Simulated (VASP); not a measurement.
## SiO2: single point with LDA

The system is SiO2.

```xyz
9
Lattice="5.0130 0.0000 0.0000 -2.5065 4.3414 0.0000 0.0000 0.0000 5.4700" Properties=species:S:1:pos:R:3 pbc="T T T"
Si    1.2532    2.1707    1.8233
Si   -1.2532    2.1707    3.6467
Si    2.5065    0.0000    0.0000
O    -1.0252    3.4861    4.5583
O     1.4813    0.8553    0.9117
O     0.0000    1.7105    2.7350
O     3.5317    0.8553    4.5583
O     1.0252    3.4861    0.9117
O     2.5065    2.6309    2.7350
```

```yaml
Program: VASP 6.6.1
Task: single point
Functional: LDA
Potentials_or_basis: VASP PAW LDA potentials, release 64 (Si, O)
Cutoff: 520 eV
k_mesh: 6 × 6 × 4
Occupations: gaussian, width 0.01 eV
Spin: no spin polarisation
Dipole_correction: no
k_mesh_for_the_DOS: 9 × 9 × 6
Occupations_for_the_DOS: tetrahedron
Further_INCAR_settings: ALGO = Normal; EDIFF = 1e-06; NBANDS = 34
```

```yaml
Valence_electrons_inside_the_program's_atomic_spheres: Si 1.67; O 5.21
```

Levels at points of the mesh, in eV from the valence-band top:
```tsv
k point	band 22	band 23	band 24	band 25	band 26	band 27
(0.00, 0.00, 0.00)	-0.50	-0.50	-0.12	5.32	8.60	8.60
(0.00, 0.00, 0.50)	-0.31	0.00	0.00	7.18	7.18	8.05
```

Wall time 4.4 min on 1 thread of Intel Xeon 8259CL (shared host), peak memory 0.27 GiB.
